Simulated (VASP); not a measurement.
# Si in VASP: single point with PBE+D3(BJ)

Aim: the single point of Si with PBE+D3(BJ).

Everything below comes from runs of VASP 6.6.1. Logs are shortened: lines on timing, memory, paths and dates and some standing lists are left out, and cuts for length are marked.

## Step 1: The cell of the first run

The cell holds a slab with vacuum, 4 atoms: a = 3.848 Å, b = 3.848 Å, c = 18.442 Å, α = 90.00°, β = 90.00°, γ = 120.00°.

## Step 2: Single point, PBE+D3(BJ) (layers slid over each other)

Contents of INCAR:

```
PREC = Accurate
ENCUT = 520
EDIFF = 1E-6
ISMEAR = 0
SIGMA = 0.1
LREAL = F
LASPH = T
NELM = 60
ALGO = Normal
ISIF = 2
LWAVE = F
LCHARG = T
LDIPOL = T
IDIPOL = 3
DIPOL = 0.5 0.5 0.373
GGA = PE
IVDW = 12
LELF = T
LVHAR = T
LVACPOTAV = T
NBANDS = 16
```

Contents of KPOINTS:

```
regular mesh
0
Gamma
  9 9 1
```

Contents of POSCAR:

```
Si
1.0
    3.8475254764      0.0000000000      0.0000000000
   -1.9237627382      3.3320548043      0.0000000000
    0.0000000000      0.0000000000     18.4415958250
Si
4
Direct
    0.3333333333      0.6666666667      0.2695427207
    0.6666666667      0.3333333333      0.2440135899
    0.6666666667      0.8333333333      0.5011277718
    0.3333333333      1.1666666667      0.4755986410
```

Potentials or basis: VASP PAW PBE potentials, release 64 (Si).

Started as:

```sh
cat potpaw_PBE.64/Si/POTCAR > POTCAR
mpirun -np 1 vasp_std > vasp.out
```

OUTCAR:

```text
PREC = Accurate
   ENCUT = 520
   EDIFF = 1E-6
   ISMEAR = 0
   LREAL = F
   LASPH = T
   NELM = 60
   ISIF = 2
   GGA = PE
   IVDW = 12
 IVDW          = 12

 ion  position               nearest neighbor table
   1  0.333  0.667  0.270-   2 2.27   2 2.27   2 2.27
   2  0.667  0.333  0.244-   1 2.27   1 2.27   1 2.27
   3  0.667  0.833  0.501-   4 2.27   4 2.27   4 2.27
   4  0.333  0.167  0.476-   3 2.27   3 2.27   3 2.27

  LATTYP: Found a hexagonal cell.
 ALAT       =     3.8475254764
 C/A-ratio  =     4.7931055787

  Lattice vectors:

 A1 = (   3.8475254764,   0.0000000000,   0.0000000000)
 A2 = (  -1.9237627382,   3.3320548043,   0.0000000000)
 A3 = (   0.0000000000,   0.0000000000,  18.4415958250)

Analysis of symmetry for initial positions (statically):
=====================================================================
 Subroutine PRICEL returns:
 Original cell was already a primitive cell.

 Routine SETGRP: Setting up the symmetry group for a
 hexagonal supercell.

 Subroutine GETGRP returns: Found  4 space group operations
 (whereof  2 operations were pure point group operations)
 out of a pool of 24 trial point group operations.

The static configuration has the point symmetry C_1h.
 The point group associated with its full space group is C_2v.

Analysis of symmetry for dynamics (positions and initial velocities):
=====================================================================
 Subroutine PRICEL returns:
 Original cell was already a primitive cell.

 Routine SETGRP: Setting up the symmetry group for a
 hexagonal supercell.

 Subroutine GETGRP returns: Found  4 space group operations
 (whereof  2 operations were pure point group operations)
 out of a pool of 24 trial point group operations.

The dynamic configuration has the point symmetry C_1h.
 The point group associated with its full space group is C_2v.

 Subroutine INISYM returns: Found  4 space group operations
 (whereof  2 operations are pure point group operations),
 and found     1 'primitive' translations

----------------------------------------------------------------------------------------

                                     Primitive cell

  volume of cell :     236.4243

  direct lattice vectors                    reciprocal lattice vectors
     3.847525476  0.000000000  0.000000000     0.259907311  0.150057556  0.000000000
    -1.923762738  3.332054804  0.000000000     0.000000000  0.300115112  0.000000000
     0.000000000  0.000000000 18.441595825     0.000000000  0.000000000  0.054225242

  length of vectors
[... 96 lines left out ...]
   NELECT =      16.0000    total number of electrons
   NUPDOWN=      -1.0000    fix difference up-down
   EMIN   =  10.00;   EMAX   =-10.00  energy-range for DOS
   EFERMI =   0.00;   METHOD = LEGACY
   ISMEAR =     0;   SIGMA  =   0.10  broadening in eV -4-tet -1-fermi 0-gaus
   EFERMI_NEDOS =   21; number of points for ismear=-14 and -15
   IALGO  =     38    algorithm
   IMIX   =      4    mixing-type and parameters
     AMIX     =   0.40;   BMIX     =  1.00
     AMIX_MAG =   1.60;   BMIX_MAG =  1.00
  volume/ion in A,a.u.               =      59.11       398.87
  Fermi-wavevector in a.u.,A,eV,Ry     =   0.667141  1.260713  6.055637  0.445077
  Thomas-Fermi vector in A             =   1.741657
   LORBIT       =      0    0 simple, 1 ext, 2 COOP (PROOUT), +10 PAW based schemes
   GGA     = PE    functional components
   LHFCALC =     F    Hartree Fock is set to
   AEXX    =    0.0000 exact exchange contribution
   IVDW    =    12    specifies the selected vdW correction
   LEPSILON=     F    determine dielectric tensor
   LRPA    =     F    only Hartree local field effects (RPA)
 non-spin polarized calculation
 Gauss-broadening in eV      SIGMA  =   0.10
  energy-cutoff  :      520.00
  volume of cell :      236.42
 maximum number of plane-waves:      6399
 NGX is ok and might be reduce to    30
   NGX = 15   NGY = 15   NGZ = 69

 dipolmoment           0.000000      0.000000      0.000036 electrons x Angstroem

 number of electron      16.0000002 magnetization

 dipolmoment           0.000000      0.000000     -0.000002 electrons x Angstroem

 Free energy of the ion-electron system (eV)
  ---------------------------------------------------
  ext. energy  EPLUGINS =         0.00000000
  ---------------------------------------------------
  free energy    TOTEN  =       -19.17836143 eV

  energy without entropy =      -19.17796157  energy(sigma->0) =      -19.17816150

 E-fermi :  -1.0413     XC(G=0):  -4.2050

 val. band max:       -1.1807464523   @ k =   0.3333   0.3333   0.0000
 cond. band min:      -0.9019627660   @ k =   0.3333   0.3333   0.0000
 fundamental gap:      0.2787836863
 Fermi energy:        -1.0413355619

 k-point     1 :       0.0000    0.0000    0.0000
  band No.  band energies     occupation
      1     -12.1803      2.00000
      2     -12.0488      2.00000
      3      -4.7060      2.00000
      4      -3.7034      2.00000
      5      -2.2303      2.00000
      6      -2.2087      2.00000
[... 433 lines left out ...]
      3      -8.0836      2.00000
      4      -8.0616      2.00000
      5      -5.0896      2.00000
      6      -5.0402      2.00000
[... 8 lines left out ...]
     15       4.6989      0.00000
     16       5.0805      0.00000

 [... further k-points ...]

------------------------ aborting loop because EDIFF is reached ----------------------------------------

 Edisp (eV)   -0.99392

 E8    (eV) :    -0.4228

  FORCE on cell =-STRESS in cart. coord.  units (eV):
  Direction    XX          YY          ZZ          XY          YZ          ZX
  --------------------------------------------------------------------------------------
  -------------------------------------------------------------------------------------
  Total      -0.19340    -0.13507    -0.88145    -0.05052     0.00000    -0.00000
  in kB      -1.31061    -0.91530    -5.97329    -0.34235     0.00000    -0.00000
  external pressure =       -2.73 kB  Pullay stress =        0.00 kB

 VOLUME and BASIS-vectors are now :
 -----------------------------------------------------------------------------
  energy-cutoff  :      520.00
  volume of cell :      236.42
      direct lattice vectors                 reciprocal lattice vectors
     3.847525476  0.000000000  0.000000000     0.259907311  0.150057556  0.000000000
    -1.923762738  3.332054804  0.000000000     0.000000000  0.300115112  0.000000000
     0.000000000  0.000000000 18.441595825     0.000000000  0.000000000  0.054225242

 POSITION                                       TOTAL-FORCE (eV/Angst)
 -----------------------------------------------------------------------------------
     -0.00000      2.22137      4.97080         0.003238      0.001870      0.175778
      1.92376      1.11068      4.50000        -0.003238     -0.001870      0.040233
      0.96188      2.77671      9.24160        -0.003238     -0.001870     -0.040233
      0.96188      0.55534      8.77080         0.003238      0.001870     -0.175778
 -----------------------------------------------------------------------------------
    total drift:                                0.000006      0.000003     -0.000019

  FREE ENERGIE OF THE ION-ELECTRON SYSTEM (eV)
  ---------------------------------------------------
  free  energy   TOTEN  =       -20.1722766188 eV

  energy  without entropy=      -20.1718767553  energy(sigma->0) =      -20.17207669

 vacuum level on the upper side and lower side of the slab         3.613         3.613
```

OSZICAR:

```text
N       E                     dE             d eps       ncg     rms          rms(c)
DAV:   1     0.573318820699E+02    0.57332E+02   -0.48068E+03   800   0.707E+02
DAV:   2    -0.148434567538E+02   -0.72175E+02   -0.65120E+02  1112   0.116E+02
DAV:   3    -0.196393663843E+02   -0.47959E+01   -0.47270E+01  1144   0.308E+01
DAV:   4    -0.197718853230E+02   -0.13252E+00   -0.13239E+00  1056   0.674E+00
[... 13 lines left out ...]
DAV:  18    -0.191782865767E+02   -0.96242E-04   -0.49572E-06  1032   0.904E-03    0.622E-03
DAV:  19    -0.191783509839E+02   -0.64407E-04   -0.61341E-06   904   0.737E-03    0.135E-02
DAV:  20    -0.191783564517E+02   -0.54678E-05   -0.39914E-07   808   0.309E-03    0.390E-03
DAV:  21    -0.191783605873E+02   -0.41356E-05   -0.30014E-07   752   0.233E-03    0.130E-03
DAV:  22    -0.191783614310E+02   -0.84375E-06   -0.45998E-08   832   0.100E-03
   1 F= -.20172277E+02 E0= -.20172077E+02  d E =-.399864E-03
```

Run time: 4.3 min. Hardware: 1 thread of Intel Xeon 8259CL, shared host; peak memory 0.37 GiB.

What came out:

```yaml
Free_energy: -20.1723 eV
Largest_force: 0.176 eV/Å
Band_gap_on_the_k_mesh: 0.28 eV
Dispersion_energy_per_atom: -0.248 eV
```

Forces in eV/Å, atoms in the order of the input:
```
Si   0.003  0.002  0.176
Si  -0.003 -0.002  0.040
Si  -0.003 -0.002 -0.040
Si   0.003  0.002 -0.176
```

Caveat: the cell differs from its parent crystal (layers slid over each other).
